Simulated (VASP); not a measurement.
# SnSe (P4/nmm) in VASP: notebook

Runs on SnSe. Level: PBE+D3(BJ). Tasks: relaxation of shape and atoms at fixed volume.

Program: VASP 6.6.1. These are calculated values, not measurements. Logs are shortened: lines on timing, memory, paths and dates and some standing lists are left out, and cuts for length are marked.

## (1) The cell of the first run

The typed cell holds 4 atoms: a = 4.046 Å, b = 4.046 Å, c = 5.722 Å, α = 90.00°, β = 90.00°, γ = 90.00°.

## (2) Relaxation of shape and atoms at fixed volume, PBE+D3(BJ) (23.42 Å³/atom)

Input file INCAR:

```
ALGO = Normal
EDIFF = 1E-7
EDIFFG = -0.01
ENCUT = 600
GGA = PE
IBRION = 2
ISIF = 4
ISMEAR = 0
IVDW = 12
LASPH = T
LCHARG = F
LREAL = F
LWAVE = F
NELM = 60
NSW = 50
PREC = Accurate
SIGMA = 0.02
```

Input file KPOINTS:

```
k-points
0
Gamma
  6 6 6
```

Input file POSCAR:

```
SnSe
1.0
    4.0458852690      0.0000000000      0.0000000000
    0.0000000000      4.0458852690      0.0000000000
    0.0000000000      0.0000000000      5.7220067374
Sn Se
2 2
Direct
    0.5000000000      0.0000000000      0.2500887140
    0.0000000000      0.5000000000      0.7499112860
    0.5000000000      0.0000000000      0.7499351865
    0.0000000000      0.5000000000      0.2500648135
```

Potentials or basis: VASP PAW PBE potentials, release 64 (Sn_d, Se).

Command:

```sh
> cat potpaw_PBE.64/Sn_d/POTCAR potpaw_PBE.64/Se/POTCAR > POTCAR
> mpirun -np 1 vasp_std > vasp.out
```

OUTCAR:

```text
EDIFF = 1E-7
   EDIFFG = -0.01
   ENCUT = 600
   GGA = PE
   IBRION = 2
   ISIF = 4
   ISMEAR = 0
   IVDW = 12
   LASPH = T
   LREAL = F
   NELM = 60
   NSW = 50
   PREC = Accurate
 IVDW          = 12

 ion  position               nearest neighbor table
   1  0.500  0.000  0.250-   3 2.86   4 2.86   4 2.86   4 2.86   4 2.86   3 2.86
   2  0.000  0.500  0.750-   4 2.86   3 2.86   3 2.86   3 2.86   3 2.86   4 2.86
   3  0.500  0.000  0.750-   1 2.86   2 2.86   2 2.86   2 2.86   2 2.86   1 2.86
   4  0.000  0.500  0.250-   2 2.86   1 2.86   1 2.86   1 2.86   1 2.86   2 2.86

  LATTYP: Found a simple tetragonal cell.
 ALAT       =     4.0458852690
 C/A-ratio  =     1.4142780521

  Lattice vectors:

 A1 = (   4.0458852690,   0.0000000000,   0.0000000000)
 A2 = (   0.0000000000,   4.0458852690,   0.0000000000)
 A3 = (   0.0000000000,   0.0000000000,   5.7220067374)

Analysis of symmetry for initial positions (statically):
=====================================================================
 Subroutine PRICEL returns:
 Original cell was already a primitive cell.

 Routine SETGRP: Setting up the symmetry group for a
 simple tetragonal supercell.

 Subroutine GETGRP returns: Found 16 space group operations
 (whereof  8 operations were pure point group operations)
 out of a pool of 16 trial point group operations.

The static configuration has the point symmetry D_2d.
 The point group associated with its full space group is D_4h.

Analysis of symmetry for dynamics (positions and initial velocities):
=====================================================================
 Subroutine PRICEL returns:
 Original cell was already a primitive cell.

 Routine SETGRP: Setting up the symmetry group for a
 simple tetragonal supercell.

 Subroutine GETGRP returns: Found 16 space group operations
 (whereof  8 operations were pure point group operations)
 out of a pool of 16 trial point group operations.

The dynamic configuration has the point symmetry D_2d.
 The point group associated with its full space group is D_4h.

 Subroutine INISYM returns: Found 16 space group operations
 (whereof  8 operations are pure point group operations),
 and found     1 'primitive' translations

----------------------------------------------------------------------------------------

                                     Primitive cell

  volume of cell :      93.6646

  direct lattice vectors                    reciprocal lattice vectors
     4.045885269  0.000000000  0.000000000     0.247164695  0.000000000  0.000000000
     0.000000000  4.045885269  0.000000000     0.000000000  0.247164695  0.000000000
     0.000000000  0.000000000  5.722006737     0.000000000  0.000000000  0.174763863

  length of vectors
     4.045885269  4.045885269  5.722006737     0.247164695  0.247164695  0.174763863

  position of ions in fractional coordinates (direct lattice)
     0.500000000  0.000000000  0.250088714
     0.000000000  0.500000000  0.749911286
     0.500000000  0.000000000  0.749935186
     0.000000000  0.500000000  0.250064814

  ion indices of the primitive-cell ions
   primitive index   ion index
                 1           1
                 2           2
                 3           3
                 4           4

----------------------------------------------------------------------------------------

 KPOINTS: k-points

Automatic generation of k-mesh.
 Grid dimensions read from file:
 generate k-points for:    6    6    6

 Generating k-lattice:

  Cartesian coordinates                     Fractional coordinates (reciprocal lattice)
     0.041194116  0.000000000  0.000000000     0.166666667  0.000000000  0.000000000
     0.000000000  0.041194116  0.000000000     0.000000000  0.166666667  0.000000000
     0.000000000  0.000000000  0.029127310     0.000000000  0.000000000  0.166666667

  Length of vectors
     0.041194116  0.041194116  0.029127310

  Shift w.r.t. Gamma in fractional coordinates (k-lattice)
     0.000000000  0.000000000  0.000000000

 Subroutine IBZKPT returns following result:
 ===========================================

 Found     40 irreducible k-points:

 Following reciprocal coordinates:
            Coordinates               Weight
  0.000000  0.000000  0.000000      1.000000
  0.166667  0.000000  0.000000      4.000000
  0.333333  0.000000  0.000000      4.000000
  0.500000  0.000000  0.000000      2.000000
  0.166667  0.166667  0.000000      4.000000
  0.333333  0.166667  0.000000      8.000000
[... 16 lines left out ...]
  0.333333  0.000000  0.333333      8.000000
  0.500000  0.000000  0.333333      4.000000
 [... further k-points ...]
   k-points           NKPTS =     40   k-points in BZ     NKDIM =     40   number of bands    NBANDS=     24
   number of dos      NEDOS =    301   number of ions     NIONS =      4
   total plane-waves  NPLWV =  49152
   dimension x,y,z NGX =    32 NGY =   32 NGZ =   48
   dimension x,y,z NGXF=    64 NGYF=   64 NGZF=   96
   ions per type =               2   2
   NGX,Y,Z   is equivalent  to a cutoff of  13.15, 13.15, 13.95 a.u.
   NGXF,Y,Z  is equivalent  to a cutoff of  26.30, 26.30, 27.89 a.u.
 SYSTEM =  unknown system
   PREC   = accura    normal or accurate (medium, high low for compatibility)
   ISTART =      0    job   : 0-new  1-cont  2-samecut
   ICHARG =      2    charge: 1-file 2-atom 10-const
   ISPIN  =      1    spin polarized calculation?
   LNONCOLLINEAR =      F non collinear calculations
   LSORBIT =      F    spin-orbit coupling
   LASPH  =      T    aspherical Exc in radial PAW
   ENCUT  =  600.0 eV  44.10 Ry    6.64 a.u.   8.08  8.08 11.43*2*pi/ulx,y,z
   NELM   =     60;   NELMIN=  2; NELMDL= -5     # of ELM steps
   EDIFF  = 0.1E-06   stopping-criterion for ELM
   LREAL  =      F    real-space projection
   EDIFFG = -.1E-01   stopping-criterion for IOM
   NSW    =     50    number of steps for IOM
   IBRION =      2    ionic relax: 0-MD 1-quasi-New 2-CG
   NFREE  =      1    steps in history (QN), initial steepest desc. (CG)
   ISIF   =      4    stress and relaxation
   ISYM   =      2    0-nonsym 1-usesym 2-fastsym
   POTIM  = 0.5000    time-step for ionic-motion
   TEBEG  =    0.0;   TEEND  =   0.0 temperature during run
   PSTRESS=    0.0 pullay stress
   NELECT =      40.0000    total number of electrons
   NUPDOWN=      -1.0000    fix difference up-down
   EMIN   =  10.00;   EMAX   =-10.00  energy-range for DOS
   EFERMI =   0.00;   METHOD = LEGACY
   ISMEAR =     0;   SIGMA  =   0.02  broadening in eV -4-tet -1-fermi 0-gaus
   EFERMI_NEDOS =   21; number of points for ismear=-14 and -15
   IALGO  =     38    algorithm
   IMIX   =      4    mixing-type and parameters
     AMIX     =   0.40;   BMIX     =  1.00
     AMIX_MAG =   1.60;   BMIX_MAG =  1.00
  volume/ion in A,a.u.               =      23.42       158.02
  Fermi-wavevector in a.u.,A,eV,Ry     =   1.232829  2.329710 20.679065  1.519868
  Thomas-Fermi vector in A             =   2.367584
   LORBIT       =      0    0 simple, 1 ext, 2 COOP (PROOUT), +10 PAW based schemes
   GGA     = PE    functional components
   LHFCALC =     F    Hartree Fock is set to
   AEXX    =    0.0000 exact exchange contribution
   IVDW    =    12    specifies the selected vdW correction
   LEPSILON=     F    determine dielectric tensor
   LRPA    =     F    only Hartree local field effects (RPA)
 conjugate gradient relaxation of ions
 non-spin polarized calculation
 Gauss-broadening in eV      SIGMA  =   0.02
  energy-cutoff  :      600.00
  volume of cell :       93.66
 maximum number of plane-waves:      3176
   NGX = 17   NGY = 17   NGZ = 23

 number of electron      40.0000024 magnetization

 Free energy of the ion-electron system (eV)
  ---------------------------------------------------
  ext. energy  EPLUGINS =         0.00000000
  ---------------------------------------------------
  free energy    TOTEN  =       -15.88670938 eV

  energy without entropy =      -15.88670938  energy(sigma->0) =      -15.88670938

 E-fermi :   7.6926     XC(G=0): -10.3137

 val. band max:        7.5271135383   @ k =   0.5000   0.0000   0.3333
 cond. band min:       7.8056336775   @ k =   0.5000   0.0000   0.3333
 fundamental gap:      0.2785201392
 Fermi energy:         7.6925876396

 k-point     1 :       0.0000    0.0000    0.0000
  band No.  band energies     occupation
      1     -14.2869      2.00000
      2     -14.2234      2.00000
      3     -14.2220      2.00000
      4     -14.2167      2.00000
      5     -14.2149      2.00000
      6     -14.2149      2.00000
[... 16 lines left out ...]
     23      12.3175      0.00000
     24      12.3175      0.00000

 k-point     2 :       0.1667    0.0000    0.0000
  band No.  band energies     occupation
      1     -14.2786      2.00000
      2     -14.2229      2.00000
      3     -14.2199      2.00000
      4     -14.2176      2.00000
      5     -14.2147      2.00000
      6     -14.2125      2.00000
[... 16 lines left out ...]
     23      10.9043      0.00000
     24      11.7256      0.00000

 k-point     3 :       0.3333    0.0000    0.0000
  band No.  band energies     occupation
      1     -14.2601      2.00000
      2     -14.2290      2.00000
      3     -14.2257      2.00000
      4     -14.2187      2.00000
      5     -14.2128      2.00000
      6     -14.2061      2.00000
[... 16 lines left out ...]
     23      10.4390      0.00000
     24      10.5368      0.00000
[... 514 lines left out ...]
 k-point    23 :       0.3333    0.0000    0.3333
  band No.  band energies     occupation
      1     -14.2484      2.00000
      2     -14.2334      2.00000
      3     -14.2292      2.00000
      4     -14.2250      2.00000
      5     -14.2112      2.00000
      6     -14.2074      2.00000
[... 16 lines left out ...]
     23       9.1938      0.00000
     24       9.2043      0.00000

 k-point    24 :       0.5000    0.0000    0.3333
  band No.  band energies     occupation
      1     -14.2386      2.00000
      2     -14.2386      2.00000
      3     -14.2319      2.00000
      4     -14.2319      2.00000
      5     -14.2097      2.00000
      6     -14.2097      2.00000
[... 16 lines left out ...]
     23       8.6871      0.00000
     24       8.6871      0.00000

 [... further k-points ...]

------------------------ aborting loop because EDIFF is reached ----------------------------------------

 Edisp (eV)   -1.65190

 E8    (eV) :    -0.7434

  FORCE on cell =-STRESS in cart. coord.  units (eV):
  Direction    XX          YY          ZZ          XY          YZ          ZX
  --------------------------------------------------------------------------------------
  -------------------------------------------------------------------------------------
  Total       5.30266     5.30266     5.28174     0.00000    -0.00000     0.00000
  in kB      90.70454    90.70454    90.34669     0.00000    -0.00000     0.00000
  external pressure =       90.59 kB  Pullay stress =        0.00 kB

 VOLUME and BASIS-vectors are now :
 -----------------------------------------------------------------------------
  energy-cutoff  :      600.00
  volume of cell :       93.66
      direct lattice vectors                 reciprocal lattice vectors
     4.045885269  0.000000000  0.000000000     0.247164695  0.000000000  0.000000000
     0.000000000  4.045885269  0.000000000     0.000000000  0.247164695  0.000000000
     0.000000000  0.000000000  5.722006737     0.000000000  0.000000000  0.174763863

 POSITION                                       TOTAL-FORCE (eV/Angst)
 -----------------------------------------------------------------------------------
      2.02294      0.00000      1.43101         0.000000      0.000000     -0.002718
      0.00000      2.02294      4.29100         0.000000     -0.000000      0.002718
      2.02294      0.00000      4.29113         0.000000      0.000000      0.002313
      0.00000      2.02294      1.43087         0.000000      0.000000     -0.002313
 -----------------------------------------------------------------------------------
    total drift:                                0.000000      0.000000      0.000000

  FREE ENERGIE OF THE ION-ELECTRON SYSTEM (eV)
  ---------------------------------------------------
  free  energy   TOTEN  =       -17.5386141036 eV

  energy  without entropy=      -17.5386141036  energy(sigma->0) =      -17.53861410

 reached required accuracy - stopping structural energy minimisation
```

Run time: 35 s. Hardware: 1 thread of Intel Xeon 6975P-C (Granite Rapids), shared host; peak memory 0.28 GiB.

What came out:

```
Free energy                : -17.5386 eV
Pressure after relaxing    : 9.1 GPa
Band gap on the k mesh     : 0.28 eV
Dispersion energy per atom : -0.413 eV
```

Forces on the atoms (eV/Å):
```
Sn   0.000  0.000 -0.003
Sn   0.000  0.000  0.003
Se   0.000  0.000  0.002
Se   0.000  0.000 -0.002
```

Final structure:
```cif
data_structure
_symmetry_space_group_name_H-M 'P 1'
_symmetry_Int_Tables_number 1
_cell_length_a 4.0459
_cell_length_b 4.0459
_cell_length_c 5.7220
_cell_angle_alpha 90.000
_cell_angle_beta 90.000
_cell_angle_gamma 90.000
_cell_volume 93.66
loop_
_atom_site_label
_atom_site_type_symbol
_atom_site_fract_x
_atom_site_fract_y
_atom_site_fract_z
_atom_site_occupancy
Sn1 Sn 0.50000 0.00000 0.25009 1
Sn2 Sn 0.00000 0.50000 0.74991 1
Se1 Se 0.50000 0.00000 0.74994 1
Se2 Se 0.00000 0.50000 0.25006 1
```

Levels at points of the mesh, in eV from the valence-band top:
| k point | band 17 | band 18 | band 19 | band 20 | band 21 | band 22 | band 23 | band 24 |
| --- | --- | --- | --- | --- | --- | --- | --- | --- |
| (0.00, 0.00, 0.00) | -4.53 | -2.78 | -2.78 | -2.78 | 2.35 | 4.79 | 4.79 | 4.79 |
| (0.50, 0.00, 0.00) | -2.66 | -2.66 | -0.67 | -0.67 | 1.42 | 1.42 | 1.67 | 1.67 |
| (0.50, 0.50, 0.00) | -4.53 | -4.53 | -4.53 | -4.53 | 2.35 | 2.35 | 6.13 | 6.13 |
| (0.00, 0.00, 0.50) | -3.75 | -3.75 | -1.97 | -1.96 | 2.43 | 2.43 | 3.34 | 3.35 |
| (0.50, 0.00, 0.50) | -2.49 | -2.49 | -0.25 | -0.25 | 1.00 | 1.00 | 1.00 | 1.00 |
| (0.50, 0.50, 0.50) | -5.82 | -5.82 | -0.85 | -0.85 | 1.50 | 1.50 | 4.84 | 4.84 |

Caveat: the relaxation stopped at its first step, so nothing moved; spin-orbit coupling is left out, which moves the levels of the heavy elements.

## (3) Relaxation of shape and atoms at fixed volume, PBE+D3(BJ) (24.21 Å³/atom)

This run uses another cell than the first one, of 24.21 Å³/atom.

Input file INCAR:

```
ALGO = Normal
EDIFF = 1E-6
EDIFFG = -0.01
ENCUT = 600
GGA = PE
IBRION = 2
ISIF = 4
ISMEAR = 0
IVDW = 12
LASPH = True
LCHARG = False
LREAL = False
LWAVE = False
NELM = 60
NSW = 50
PREC = Accurate
SIGMA = 0.02
```

KPOINTS is that of step 2.

Input file POSCAR:

```
SnSe
1.0
    4.0913484594      0.0000000000      0.0000000000
    0.0000000000      4.0913484594      0.0000000000
    0.0000000000      0.0000000000      5.7863043297
Sn Se
2 2
Direct
    0.5000000000      0.0000000000      0.2500887140
    0.0000000000      0.5000000000      0.7499112860
    0.5000000000      0.0000000000      0.7499351865
    0.0000000000      0.5000000000      0.2500648135
```

Potentials or basis: VASP PAW PBE potentials, release 64 (Sn_d, Se).

Command:

```sh
> cat potpaw_PBE.64/Sn_d/POTCAR potpaw_PBE.64/Se/POTCAR > POTCAR
> mpirun -np 1 vasp_std > vasp.out
```

It took 39 s on 1 thread of Intel Xeon 6975P-C (Granite Rapids), shared host; peak memory 0.31 GiB.

Results (log left out):

* Free energy: -17.6903 eV
* Pressure after relaxing: 6.2 GPa
* Band gap on the k mesh: 0.28 eV
* Dispersion energy per atom: -0.399 eV

Forces on the atoms (eV/Å):
```
Sn   0.000  0.000 -0.002
Sn   0.000  0.000  0.002
Se   0.000  0.000  0.002
Se   0.000  0.000 -0.002
```

Final structure:
```
Sn Se
1.0
     4.09135    0.00000    0.00000
     0.00000    4.09135    0.00000
     0.00000    0.00000    5.78630
Sn Se
2 2
Direct
  0.50000 0.00000 0.25009
  0.00000 0.50000 0.74991
  0.50000 0.00000 0.74994
  0.00000 0.50000 0.25006
```

Levels at points of the mesh, in eV from the valence-band top:
```csv
k point,band 17,band 18,band 19,band 20,band 21,band 22,band 23,band 24
"(0.00, 0.00, 0.00)",-4.33,-2.65,-2.65,-2.65,2.49,4.67,4.68,4.68
"(0.50, 0.00, 0.00)",-2.54,-2.54,-0.66,-0.66,1.35,1.35,1.68,1.68
"(0.50, 0.50, 0.00)",-4.33,-4.33,-4.33,-4.33,2.50,2.50,5.94,5.94
"(0.00, 0.00, 0.50)",-3.58,-3.58,-1.92,-1.91,2.34,2.34,3.47,3.48
"(0.50, 0.00, 0.50)",-2.37,-2.37,-0.20,-0.20,0.96,0.96,1.06,1.06
"(0.50, 0.50, 0.50)",-5.57,-5.57,-0.86,-0.86,1.49,1.49,4.84,4.84
```

Caveat: the relaxation stopped at its first step, so nothing moved; spin-orbit coupling is left out, which moves the levels of the heavy elements.
